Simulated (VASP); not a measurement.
Here is a VASP 6.6.1 calculation.

Contents of INCAR:

```
PREC     = Accurate       # precision mode
ENCUT    = 520            # plane-wave cutoff, eV
EDIFF    = 1E-7           # SCF threshold, eV
ISMEAR   = 0              # smearing method
SIGMA    = 0.15           # smearing width, eV
LREAL    = False          # projectors in reciprocal space
LASPH    = True           # aspherical terms in the spheres
NELM     = 80             # most SCF steps
ALGO     = Normal         # electronic algorithm
ISIF     = 2              # what is computed and relaxed
LWAVE    = False          # write WAVECAR
LCHARG   = True           # write CHGCAR
GGA      = PS             # functional
LELF     = True           # ELF
LVHAR    = True         
NBANDS   = 16             # bands
```

The input KPOINTS:

```
Automatic mesh
0
Gamma
  15 15 12
```

The input POSCAR:

```
ZrB2
1.0
    3.2495000000      0.0000000000      0.0000000000
   -1.6247500000      2.8141495496      0.0000000000
    0.0000000000      0.0000000000      3.6236000000
Zr B
1 2
Direct
    0.0000000000      0.0000000000      0.0000000000
    0.3333333333      0.6666666667      0.5000000000
    0.6666666667      0.3333333333      0.5000000000
```

Potentials or basis: VASP PAW PBE potentials, release 64 (Zr_sv, B).

Run with:

```sh
$ cat potpaw_PBE.64/Zr_sv/POTCAR potpaw_PBE.64/B/POTCAR > POTCAR
$ mpirun -np 1 vasp_std > vasp.out
```

**Question.** Estimate the band gap on the k mesh.

**Answer.** Zero (bands 9 and 10 overlap by 0.90 eV).

**Question.** Predict the pressure.

**Answer.** -19.0 GPa.

Stress tensor (GPa, compression positive):
```
-19.28   0.00   0.00
  0.00 -19.28   0.00
  0.00   0.00 -18.32
```

Caveat: the cell stands under tension; the PAW data sets were made with another functional, which shifts forces and pressure a little.
